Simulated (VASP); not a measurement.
Input of a VASP 6.6.1 run:

Contents of INCAR:

```
PREC     = Accurate       # precision mode
ENCUT    = 600            # plane-wave cutoff, eV
EDIFF    = 1E-6           # SCF threshold, eV
ISMEAR   = 0              # smearing method
SIGMA    = 0.1            # smearing width, eV
LREAL    = False          # projectors in reciprocal space
LASPH    = True           # aspherical terms in the spheres
NELM     = 200            # most SCF steps
ALGO     = Normal         # electronic algorithm
ISIF     = 2              # what is computed and relaxed
LWAVE    = False          # write WAVECAR
LCHARG   = True           # write CHGCAR
ISPIN    = 2              # spin polarisation
MAGMOM   = 0 0            # initial moments
LORBIT   = 11             # projections on sites
LMAXMIX  = 4              # l up to which the mixer works
GGA      = PE             # functional
LELF     = True           # ELF
LVHAR    = True         
NBANDS   = 20             # bands
GGA_COMPAT= False
```

File KPOINTS:

```
Automatic mesh
0
Gamma
  8 8 8
```

The input POSCAR:

```
ZrN
1.0
    0.0000000000      2.2942655869      2.2942655869
    2.2942655869      0.0000000000      2.2942655869
    2.2942655869      2.2942655869      0.0000000000
Zr N
1 1
Direct
    0.5000000000      0.5000000000      0.5000000000
    0.0000000000      0.0000000000      0.0000000000
```

Potentials or basis: VASP PAW PBE potentials, release 64 (Zr_sv, N).

Run with:

```bash
$ cat potpaw_PBE.64/Zr_sv/POTCAR potpaw_PBE.64/N/POTCAR > POTCAR
$ mpirun -np 1 vasp_std > vasp.out
```

**Question.** What does it give for the pressure?

**Answer.** 1.4 GPa.

**Question.** What does it give for the net moment?

**Answer.** 0.00 μB per cell.
